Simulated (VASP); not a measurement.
**AlN: single point with PBEsol**

AlN:

```
Al N
1.0
     3.26180    0.00000    0.00000
    -1.63090    2.82480    0.00000
     0.00000    0.00000    4.01580
Al N
2 2
Direct
  0.33333 0.66667 0.75000
  0.66667 0.33333 0.25000
  0.33333 0.66667 0.25000
  0.66667 0.33333 0.75000
```

* Program: VASP 6.6.1
* Task: single point
* Functional: PBEsol
* Potentials or basis: VASP PAW PBE potentials, release 64 (Al, N)
* Cutoff: 520 eV
* k mesh: 9 × 9 × 6
* Occupations: gaussian, width 0.05 eV
* Spin: no spin polarisation
* Dipole correction: no
* Further INCAR settings: ALGO = Normal; EDIFF = 1e-06; NBANDS = 16

```
Pressure               : 12.8 GPa
Band gap on the k mesh : 3.77 eV
```

Stress tensor (GPa, compression positive):
```
11.74  0.00  0.00
 0.00 11.74  0.00
 0.00  0.00 15.00
```

Levels at points of the mesh, in eV from the valence-band top:
```tsv
k point	band 6	band 7	band 8	band 9	band 10	band 11
(0.00, 0.00, 0.00)	-1.61	-1.61	0.00	3.77	4.94	8.49
(0.00, 0.00, 0.50)	-2.59	-2.59	-2.59	6.08	6.08	8.57
```

It took 17 s on 1 thread of AMD EPYC 7R13 Processor (Zen 3), on a shared host, peak memory 0.12 GiB.

Caveat: the cell stands under pressure; the PAW data sets were made with another functional, which shifts forces and pressure a little; an odd mesh through Γ misses points on the zone boundary, where band edges can lie.
